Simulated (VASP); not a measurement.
A run of VASP 6.6.1 is set up as follows.

File INCAR:

```
SYSTEM = MgSe
PREC = Accurate
ENCUT = 600
EDIFF = 1E-6
ISMEAR = 0
SIGMA = 0.05
LREAL = .False.
LASPH = .True.
NELM = 120
ALGO = Normal
ISIF = 2
LWAVE = .False.
LCHARG = .False.
GGA = PE
NBANDS = 11
GGA_COMPAT = .False.
```

The input KPOINTS:

```
regular mesh
0
Gamma
  4 4 4
  0 0 0
```

File POSCAR:

```
MgSe
1.0
    0.0000000000      2.7254991651      2.7254991651
    2.7254991651      0.0000000000      2.7254991651
    2.7254991651      2.7254991651      0.0000000000
Mg Se
1 1
Direct
    0.0000000000      0.0000000000      0.0000000000
    0.5000000000      0.5000000000      0.5000000000
```

Potentials or basis: VASP PAW PBE potentials, release 64 (Mg, Se).

Command:

```console
$ cat potpaw_PBE.64/Mg/POTCAR potpaw_PBE.64/Se/POTCAR > POTCAR
$ mpirun -np 1 vasp_std > vasp.out
```

Q: What does it give for the pressure?

A: 2.3 GPa.

Q: Estimate the band gap on the k mesh.

A: 1.77 eV, indirect (least direct gap 2.58 eV).

Caveat: the k points lie up to 0.50 Å⁻¹ apart. A k mesh can miss the band edges.
